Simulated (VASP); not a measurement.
Write the native input for VASP 6.6.1 that does the following.

```
Task                   : single point
Functional             : PBE
Dispersion             : D3(BJ)
Potentials or basis    : VASP PAW PBE potentials, release 64 (Sb)
Cutoff                 : 520 eV
k mesh                 : 12 × 12 × 12
Occupations            : gaussian, width 0.1 eV
Spin                   : no spin polarisation
Dipole correction      : no
Further INCAR settings : ALGO = Normal; EDIFF = 1e-07; NBANDS = 12
```

The structure of Sb lies in POSCAR:

```
Sb
1.0
    2.1616083258      1.2480051488      3.6796745334
   -2.1616083258      1.2480051488      3.6796745334
    0.0000000000     -2.4960102976      3.6796745334
Sb
2
Direct
    0.2361487232      0.2361487232      0.2361487232
    0.7638512768      0.7638512768      0.7638512768
```

These files were run (other wordings do the same):

INCAR

```
PREC = Accurate ; ENCUT = 520
EDIFF = 1E-7 ; ISMEAR = 0
SIGMA = 0.1 ; LREAL = False
LASPH = True ; NELM = 100
ALGO = Normal ; ISIF = 2
LWAVE = False ; LCHARG = False
GGA = PE ; IVDW = 12
NBANDS = 12
```

KPOINTS

```
Automatic mesh
0
Gamma
  12 12 12
```

Potentials or basis: VASP PAW PBE potentials, release 64 (Sb).

Run with:

```bash
$ cat potpaw_PBE.64/Sb/POTCAR > POTCAR
$ mpirun -np 1 vasp_std > vasp.out
```

Results of the run:

```yaml
Pressure: 0.1 GPa
Largest_force: 0.043 eV/Å
Band_gap_on_the_k_mesh: zero (bands 5 and 6 overlap by 0.24 eV)
Dispersion_energy_per_atom: -0.480 eV
```

Caveat: spin-orbit coupling is left out, which moves the levels of the heavy elements.

Wall time 3.1 min on 1 thread of Intel Xeon 8259CL (shared host), peak memory 0.29 GiB.
